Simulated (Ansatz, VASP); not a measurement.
One calculation of PbSe, two programs

```
Pb Se
1.0
     0.00000    3.04405    3.04405
     3.04405    0.00000    3.04405
     3.04405    3.04405    0.00000
Pb Se
1 1
Direct
  0.50000 0.50000 0.50000
  0.00000 0.00000 0.00000
```

Alike in both runs: task single point; functional PBEsol; dispersion D3(BJ); k mesh 6 × 6 × 6; occupations gaussian, width 0.05 eV; no spin polarisation.

```csv
,VASP,Ansatz
version,VASP 6.6.1,Ansatz 0.2.0
potentials or method,"VASP PAW PBE potentials, release 64 (Pb_d, Se), cutoff 500 eV","scalar-relativistic, plane waves, PAW"
valence electrons in the cell,20,30
```

|  | VASP | Ansatz | Ansatz less VASP |
| --- | --- | --- | --- |
| gap on the k mesh at the Fermi level (eV) | 0.15 | 0.14 | -0.003 |
| least direct gap on the mesh (eV) | 0.15 | 0.14 | -0.003 |
| pressure (GPa) | -1.8 | -1.8 | 0.00 |

VASP's potentials were made for PBE, not for PBEsol. VASP's potentials hold 20 valence electrons a cell and Ansatz's 30, so a difference there can come from the potentials and not from the codes.

Neither program's run includes spin-orbit coupling.
